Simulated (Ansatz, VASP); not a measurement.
This is a calculation of Si3N4 for VASP 6.6.1.

Contents of POSCAR:

```
Si3N4
1.0
    4.1307800000      0.0000000000      0.0000000000
    0.0000000000      4.1307800000      0.0000000000
    0.0000000000      0.0000000000      4.1307800000
Si N
3 4
Direct
    0.0000000000      0.0000000000      0.5000000000
    0.5000000000      0.0000000000      0.0000000000
    0.0000000000      0.5000000000      0.0000000000
    0.2395200000      0.2395200000      0.7604800000
    0.7604800000      0.7604800000      0.7604800000
    0.2395200000      0.7604800000      0.2395200000
    0.7604800000      0.2395200000      0.2395200000
```

Contents of INCAR.step1:

```
SYSTEM = Si3N4
PREC     = Accurate       ! precision mode
ENCUT    = 600            ! plane-wave cutoff, eV
ISMEAR   = -1             ! smearing method
SIGMA    = 0.05           ! smearing width, eV
LREAL    = .FALSE.        ! projectors in reciprocal space
LASPH    = .TRUE.         ! aspherical terms in the spheres
NELM     = 80             ! most SCF steps
GGA      = PE             ! functional
ALGO     = Normal         ! electronic algorithm
EDIFF    = 1E-4           ! SCF threshold, eV
LWAVE    = .TRUE.         ! write WAVECAR
LCHARG   = .FALSE.        ! write CHGCAR
```

Contents of INCAR.step2:

```
SYSTEM = Si3N4
PREC     = Accurate       ! precision mode
ENCUT    = 600            ! plane-wave cutoff, eV
EDIFF    = 1E-6           ! SCF threshold, eV
ISMEAR   = -1             ! smearing method
SIGMA    = 0.05           ! smearing width, eV
LREAL    = .FALSE.        ! projectors in reciprocal space
LASPH    = .TRUE.         ! aspherical terms in the spheres
NELM     = 80             ! most SCF steps
ALGO     = Normal         ! electronic algorithm
ISIF     = 3              ! what is computed and relaxed
LWAVE    = .FALSE.        ! write WAVECAR
LCHARG   = .FALSE.        ! write CHGCAR
METAGGA  = R2SCAN         ! meta-GGA
LMIXTAU  = .TRUE.       
IVDW     = 12             ! dispersion correction
VDW_S6   = 1.0          
VDW_S8   = 0.78981345   
VDW_A1   = 0.49484001   
VDW_A2   = 5.73083694   
IBRION   = 2              ! ionic algorithm
NSW      = 60             ! ionic steps
EDIFFG   = -0.01          ! ionic threshold
ISTART   = 1
```

Contents of KPOINTS:

```
Automatic mesh
0
G
  7 7 7
  0 0 0
```

Potentials or basis: VASP PAW PBE potentials, release 64 (Si, N).

Command:

```bash
$ cat potpaw_PBE.64/Si/POTCAR potpaw_PBE.64/N/POTCAR > POTCAR
$ cp INCAR.step1 INCAR
$ mpirun -np 1 vasp_std > vasp.out
$ cp INCAR.step2 INCAR
$ mpirun -np 1 vasp_std > vasp.out
```

**Question.** Set up the same calculation for Ansatz 0.2.0. Potentials there: Ansatz PAW.

**Answer.** As run (the cutoff follows the program's own potentials):

File input.yaml:

```yaml
crystal:
  lattice:
    - [4.13078, 0.0, 0.0]
    - [0.0, 4.13078, 0.0]
    - [0.0, 0.0, 4.13078]
  atoms:
    - { symbol: Si, position: [0.0, 0.0, 0.5] }
    - { symbol: Si, position: [0.5, 0.0, 0.0] }
    - { symbol: Si, position: [0.0, 0.5, 0.0] }
    - { symbol: "N", position: [0.23952, 0.23952, 0.76048] }
    - { symbol: "N", position: [0.76048, 0.76048, 0.76048] }
    - { symbol: "N", position: [0.23952, 0.76048, 0.23952] }
    - { symbol: "N", position: [0.76048, 0.23952, 0.23952] }
hamiltonian:
  xc: r2scan
  pseudopotentials: { kind: paw }
  dispersion: d3bj
kpoints:
  mp_grid: { grid: [7, 7, 7] }
scf:
  occupations: { method: fermi_dirac, width: 0.05 }
output:
  forces: true
  stress: true
  eigenvalues: true
relax:
  f_tol: 0.01
  max_steps: 40
  cell: { stress_tol: 0.05 }
```

Potentials or basis: Ansatz PAW.

Run with:

```bash
$ ansatz run input.yaml --threads 4 --pin off --max-ram 11264MiB --backend cpu --events-out ev --progress --plain --runs-dir out
```

Both were run:

|  | VASP | Ansatz | Ansatz less VASP |
| --- | --- | --- | --- |
| gap on the k mesh at the Fermi level, each at its own relaxed structure (eV) | 3.34 | 3.34 | 0.000 |
| relaxed volume (Å³/atom) | 9.76 | 9.76 | -0.003 |
| relaxed cell length with the largest relative difference (Å) | 4.088 | 4.088 | -0.0004 |

VASP's potentials were made for PBE, not for r2SCAN.

Noted on Ansatz's run: odd divisions of the mesh miss points on the zone boundary, where band edges often lie, so the gap on the mesh can be too wide; the plane-wave basis is chosen anew once the cell has moved, so the energies of steps on either side of that aren't comparable.
